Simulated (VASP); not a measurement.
# CoGe2Rh2 (I4/mmm) in VASP: single point with PBE

Aim: the single point of CoGe2Rh2 with PBE.

All numbers are computed with VASP 6.6.1; they aren't measurements. Logs are shortened: lines on timing, memory, paths and dates and some standing lists are left out, and cuts for length are marked.

**1. The cell of the first run**

Symmetry: I4/mmm, No. 139, tetragonal system. Conventional cell: a = 3.908 Å, b = 3.908 Å, c = 9.182 Å, α = 90.00°, β = 90.00°, γ = 90.00°. Within 4.0 Å of Co (site symmetry 4/mmm) lie 10 Ge at 2.99 to 3.44 Å and 8 Rh at 3.01 Å and 4 Co at 3.91 Å. Within 3.0 Å of Ge (site symmetry 4mm) lie 4 Rh at 2.27 Å and 1 Ge at 2.30 Å and 4 Co at 2.99 Å. Rh (site symmetry -4m2) has 4 Ge at 2.27 Å and 4 Rh at 2.76 Å and 4 Co at 3.01 Å within 3.1 Å.

**2. Single point, PBE**

The input, INCAR:

```
  PREC = Accurate
  ENCUT = 520
  EDIFF = 1E-6
  ISMEAR = -1
  SIGMA = 0.0191
  LREAL = F
  LASPH = T
  NELM = 80
  ALGO = Normal
  ISIF = 2
  LWAVE = F
  LCHARG = F
  GGA = PE
  NBANDS = 42
```

The input, KPOINTS:

```
Automatic mesh
0
Gamma
  9 9 9
```

The input, POSCAR:

```
CoGe2Rh2
1.0
    0.0000000000      3.9076680000      0.0000000000
    3.9076680000      0.0000000000      0.0000000000
    1.9538340000      1.9538340000     -4.5910210000
Co Ge Rh
1 2 2
Direct
    0.0000000000      0.0000000000      0.0000000000
    0.3750000000      0.3750000000      0.2500000000
    0.6250000000      0.6250000000      0.7500000000
    0.7500000000      0.2500000000      0.5000000000
    0.2500000000      0.7500000000      0.5000000000
```

Potentials or basis: VASP PAW PBE potentials, release 64 (Co, Ge_d, Rh_pv).

The run is started by

```bash
> cat potpaw_PBE.64/Co/POTCAR potpaw_PBE.64/Ge_d/POTCAR potpaw_PBE.64/Rh_pv/POTCAR > POTCAR
> mpirun -np 1 vasp_std > vasp.out
```

OUTCAR:

```text
PREC = Accurate
   ENCUT = 520
   EDIFF = 1E-6
   ISMEAR = -1
   LREAL = F
   LASPH = T
   NELM = 80
   ISIF = 2
   GGA = PE

 ion  position               nearest neighbor table
   1  0.000  0.000  0.000-   3 2.99   3 2.99   3 2.99   2 2.99   3 2.99   2 2.99   2 2.99   2 2.99
                             5 3.01   4 3.01   5 3.01   4 3.01   4 3.01   5 3.01   5 3.01   4 3.01
   2  0.375  0.375  0.250-   4 2.27   5 2.27   5 2.27   4 2.27   3 2.30   1 2.99   1 2.99   1 2.99
                             1 2.99
   3  0.625  0.625  0.750-   5 2.27   4 2.27   4 2.27   5 2.27   2 2.30   1 2.99   1 2.99   1 2.99
                             1 2.99
   4  0.750  0.250  0.500-   2 2.27   2 2.27   3 2.27   3 2.27   5 2.76   5 2.76   5 2.76   5 2.76
                             1 3.01   1 3.01   1 3.01   1 3.01
   5  0.250  0.750  0.500-   2 2.27   2 2.27   3 2.27   3 2.27   4 2.76   4 2.76   4 2.76   4 2.76
                             1 3.01   1 3.01   1 3.01   1 3.01

  LATTYP: Found a body centered tetragonal cell.
 ALAT       =     3.9076680000
 C/A-ratio  =     2.3497497740

  Lattice vectors:

 A1 = (  -1.9538340000,   1.9538340000,   4.5910210000)
 A2 = (   1.9538340000,  -1.9538340000,   4.5910210000)
 A3 = (   1.9538340000,   1.9538340000,  -4.5910210000)

Analysis of symmetry for initial positions (statically):
=====================================================================
 Subroutine PRICEL returns:
 Original cell was already a primitive cell.

 Routine SETGRP: Setting up the symmetry group for a
 body centered tetragonal supercell.

 Subroutine GETGRP returns: Found 16 space group operations
 (whereof 16 operations were pure point group operations)
 out of a pool of 16 trial point group operations.

The static configuration has the point symmetry D_4h.

Analysis of symmetry for dynamics (positions and initial velocities):
=====================================================================
 Subroutine PRICEL returns:
 Original cell was already a primitive cell.

 Routine SETGRP: Setting up the symmetry group for a
 body centered tetragonal supercell.

 Subroutine GETGRP returns: Found 16 space group operations
 (whereof 16 operations were pure point group operations)
 out of a pool of 16 trial point group operations.

The dynamic configuration has the point symmetry D_4h.

 Subroutine INISYM returns: Found 16 space group operations
 (whereof 16 operations are pure point group operations),
 and found     1 'primitive' translations

----------------------------------------------------------------------------------------

                                     Primitive cell

  volume of cell :      70.1043

  direct lattice vectors                    reciprocal lattice vectors
     0.000000000  3.907668000  0.000000000     0.000000000  0.255907104  0.108908236
     3.907668000  0.000000000  0.000000000     0.255907104  0.000000000  0.108908236
     1.953834000  1.953834000 -4.591021000     0.000000000  0.000000000 -0.217816473

  length of vectors
     3.907668000  3.907668000  5.358396068     0.278117690  0.278117690  0.217816473

  position of ions in fractional coordinates (direct lattice)
     0.000000000  0.000000000  0.000000000
     0.375000000  0.375000000  0.250000000
     0.625000000  0.625000000  0.750000000
     0.750000000  0.250000000  0.500000000
     0.250000000  0.750000000  0.500000000

  ion indices of the primitive-cell ions
   primitive index   ion index
                 1           1
                 2           2
                 3           3
                 4           4
                 5           5

----------------------------------------------------------------------------------------

 KPOINTS: Automatic mesh

Automatic generation of k-mesh.
 Grid dimensions read from file:
 generate k-points for:    9    9    9

 Generating k-lattice:

  Cartesian coordinates                     Fractional coordinates (reciprocal lattice)
     0.000000000  0.028434123  0.012100915     0.111111111  0.000000000  0.000000000
     0.028434123  0.000000000  0.012100915     0.000000000  0.111111111  0.000000000
     0.000000000  0.000000000 -0.024201830     0.000000000  0.000000000  0.111111111

  Length of vectors
     0.030901966  0.030901966  0.024201830

  Shift w.r.t. Gamma in fractional coordinates (k-lattice)
     0.000000000  0.000000000  0.000000000

 Subroutine IBZKPT returns following result:
 ===========================================

 Found     75 irreducible k-points:

 Following reciprocal coordinates:
            Coordinates               Weight
  0.000000  0.000000  0.000000      1.000000
  0.111111  0.000000 -0.000000      8.000000
  0.222222  0.000000 -0.000000      8.000000
  0.333333  0.000000 -0.000000      8.000000
  0.444444  0.000000 -0.000000      8.000000
  0.111111  0.111111 -0.000000      8.000000
[... 16 lines left out ...]
 -0.333333  0.333333  0.000000      4.000000
  0.444444  0.444444 -0.000000      8.000000
 [... further k-points ...]
   k-points           NKPTS =     75   k-points in BZ     NKDIM =     75   number of bands    NBANDS=     42
   number of dos      NEDOS =    301   number of ions     NIONS =      5
   total plane-waves  NPLWV =  36000
   dimension x,y,z NGX =    30 NGY =   30 NGZ =   40
   dimension x,y,z NGXF=    60 NGYF=   60 NGZF=   80
   ions per type =               1   2   2
   NGX,Y,Z   is equivalent  to a cutoff of  12.76, 12.76, 12.41 a.u.
   NGXF,Y,Z  is equivalent  to a cutoff of  25.53, 25.53, 24.82 a.u.
 SYSTEM =  unknown system
   PREC   = accura    normal or accurate (medium, high low for compatibility)
   ISTART =      0    job   : 0-new  1-cont  2-samecut
   ICHARG =      2    charge: 1-file 2-atom 10-const
   ISPIN  =      1    spin polarized calculation?
   LNONCOLLINEAR =      F non collinear calculations
   LSORBIT =      F    spin-orbit coupling
   LASPH  =      T    aspherical Exc in radial PAW
   ENCUT  =  520.0 eV  38.22 Ry    6.18 a.u.   7.27  7.27  9.96*2*pi/ulx,y,z
   NELM   =     80;   NELMIN=  2; NELMDL= -5     # of ELM steps
   EDIFF  = 0.1E-05   stopping-criterion for ELM
   LREAL  =      F    real-space projection
   EDIFFG = 0.1E-04   stopping-criterion for IOM
   NSW    =      0    number of steps for IOM
   IBRION =     -1    ionic relax: 0-MD 1-quasi-New 2-CG
   NFREE  =      0    steps in history (QN), initial steepest desc. (CG)
   ISIF   =      2    stress and relaxation
   ISYM   =      2    0-nonsym 1-usesym 2-fastsym
   POTIM  = 0.5000    time-step for ionic-motion
   TEBEG  =    0.0;   TEEND  =   0.0 temperature during run
   PSTRESS=    0.0 pullay stress
   NELECT =      67.0000    total number of electrons
   NUPDOWN=      -1.0000    fix difference up-down
   EMIN   =  10.00;   EMAX   =-10.00  energy-range for DOS
   EFERMI =   0.00;   METHOD = LEGACY
   ISMEAR =    -1;   SIGMA  =   0.02  broadening in eV -4-tet -1-fermi 0-gaus
   EFERMI_NEDOS =   21; number of points for ismear=-14 and -15
   IALGO  =     38    algorithm
   IMIX   =      4    mixing-type and parameters
     AMIX     =   0.40;   BMIX     =  1.00
     AMIX_MAG =   1.60;   BMIX_MAG =  1.00
  volume/ion in A,a.u.               =      14.02        94.62
  Fermi-wavevector in a.u.,A,eV,Ry     =   1.612569  3.047313 35.380289  2.600378
  Thomas-Fermi vector in A             =   2.707778
   LORBIT       =      0    0 simple, 1 ext, 2 COOP (PROOUT), +10 PAW based schemes
   GGA     = PE    functional components
   LHFCALC =     F    Hartree Fock is set to
   AEXX    =    0.0000 exact exchange contribution
   IVDW    =     0    specifies the selected vdW correction
   LEPSILON=     F    determine dielectric tensor
   LRPA    =     F    only Hartree local field effects (RPA)
 non-spin polarized calculation
  energy-cutoff  :      520.00
  volume of cell :       70.10
 maximum number of plane-waves:      1901
 NGX is ok and might be reduce to    30
   NGX = 15   NGY = 15   NGZ = 19

 number of electron      67.0000025 magnetization

 Free energy of the ion-electron system (eV)
  ---------------------------------------------------
  ext. energy  EPLUGINS =         0.00000000
  ---------------------------------------------------
  free energy    TOTEN  =       -28.81186489 eV

  energy without entropy =      -28.79576470  energy(sigma->0) =      -28.80381480

 E-fermi :   9.8890     XC(G=0): -12.9100

 val. band max:        9.8875495560   @ k =   0.3333   0.2222  -0.0000
 cond. band min:       9.8910946593   @ k =   0.2222   0.2222   0.1111
 fundamental gap:      0.0035451033
 Fermi energy:         9.8890062668

 k-point     1 :       0.0000    0.0000    0.0000
  band No.  band energies     occupation
      1     -36.9951      2.00000
      2     -36.9951      2.00000
      3     -36.7013      2.00000
      4     -36.7013      2.00000
      5     -36.5914      2.00000
      6     -36.5223      2.00000
[... 34 lines left out ...]
     41      17.2064      0.00000
     42      18.1718      0.00000

 k-point     2 :       0.1111    0.0000   -0.0000
  band No.  band energies     occupation
      1     -36.9872      2.00000
      2     -36.9864      2.00000
      3     -36.7112      2.00000
      4     -36.7103      2.00000
      5     -36.5891      2.00000
      6     -36.5241      2.00000
[... 34 lines left out ...]
     41      17.4215      0.00000
     42      18.6438      0.00000

 k-point     3 :       0.2222    0.0000   -0.0000
  band No.  band energies     occupation
      1     -36.9641      2.00000
      2     -36.9613      2.00000
      3     -36.7392      2.00000
      4     -36.7362      2.00000
      5     -36.5826      2.00000
      6     -36.5297      2.00000
[... 34 lines left out ...]
     41      17.5865      0.00000
     42      17.7985      0.00000

 k-point     4 :       0.3333    0.0000   -0.0000
  band No.  band energies     occupation
      1     -36.9278      2.00000
      2     -36.9226      2.00000
      3     -36.7811      2.00000
      4     -36.7757      2.00000
      5     -36.5729      2.00000
      6     -36.5383      2.00000
[... 844 lines left out ...]
     41      18.0290      0.00000
     42      19.2755      0.00000

 k-point    23 :      -0.3333    0.3333    0.0000
  band No.  band energies     occupation
      1     -37.0266      2.00000
      2     -36.9545      2.00000
      3     -36.7538      2.00000
      4     -36.6792      2.00000
      5     -36.5628      2.00000
      6     -36.5458      2.00000
[... 34 lines left out ...]
     41      18.6250      0.00000
     42      19.5446      0.00000

 k-point    24 :       0.4444    0.4444   -0.0000
  band No.  band energies     occupation
      1     -37.0359      2.00000
      2     -37.0271      2.00000
      3     -36.6817      2.00000
      4     -36.6727      2.00000
      5     -36.5547      2.00000
      6     -36.5523      2.00000
[... 34 lines left out ...]
     41      17.3698      0.00000
     42      18.6895      0.00000

 [... further k-points ...]
[... 5 lines left out ...]
  --------------------------------------------------------------------------------------
  -------------------------------------------------------------------------------------
  Total       14.1409213     14.1409213     14.5757670      0.0000000     -0.0000000      0.0000000
  in kB      323.1794165    323.1794165    333.1174665      0.0000000     -0.0000000      0.0000000
  external PRESSURE =     326.4920998 kB  Pullay stress =       0.0000000 kB

 VOLUME and BASIS-vectors are now :
 -----------------------------------------------------------------------------
  energy-cutoff  :      520.00
  volume of cell :       70.10
      direct lattice vectors                 reciprocal lattice vectors
     0.000000000  3.907668000  0.000000000     0.000000000  0.255907104  0.108908236
     3.907668000  0.000000000  0.000000000     0.255907104  0.000000000  0.108908236
     1.953834000  1.953834000 -4.591021000     0.000000000  0.000000000 -0.217816473

 POSITION                                       TOTAL-FORCE (eV/Angst)
 -----------------------------------------------------------------------------------
      0.00000      0.00000      0.00000         0.000000      0.000000     -0.000000
      1.95383      1.95383     -1.14776        -0.000000     -0.000000      3.087438
      3.90767      3.90767     -3.44327         0.000000      0.000000     -3.087438
      1.95383      3.90767     -2.29551         0.000000     -0.000000     -0.000000
      3.90767      1.95383     -2.29551        -0.000000      0.000000     -0.000000
 -----------------------------------------------------------------------------------
    total drift:                                0.000000     -0.000000      0.000000

  FREE ENERGIE OF THE ION-ELECTRON SYSTEM (eV)
  ---------------------------------------------------
  free  energy   TOTEN  =       -28.8118648857 eV

  energy  without entropy=      -28.7957647045  energy(sigma->0) =      -28.80381480
```

Run time: 5.7 min. Hardware: 1 thread of AMD EPYC 7R43 (Zen 3), shared host; peak memory 0.28 GiB.

Results:

- Free energy: -28.8119 eV
- Pressure: 32.6 GPa
- Largest force: 3.087 eV/Å
- Band gap on the k mesh: zero (an odd number of electrons rules out a gap without spin polarisation)

Forces on the atoms (eV/Å):
```
Co   0.000  0.000  0.000
Ge   0.000  0.000  3.087
Ge   0.000  0.000 -3.087
Rh   0.000  0.000  0.000
Rh   0.000  0.000  0.000
```

Caveat: the cell stands under pressure; the run has no spin polarisation, though such a crystal can be magnetic; forces of over 1 eV/Å act on the atoms, so gaps and moduli don't describe the material at rest. Spin polarisation is off, so any magnetic state and its effect on volume and gap are missing.
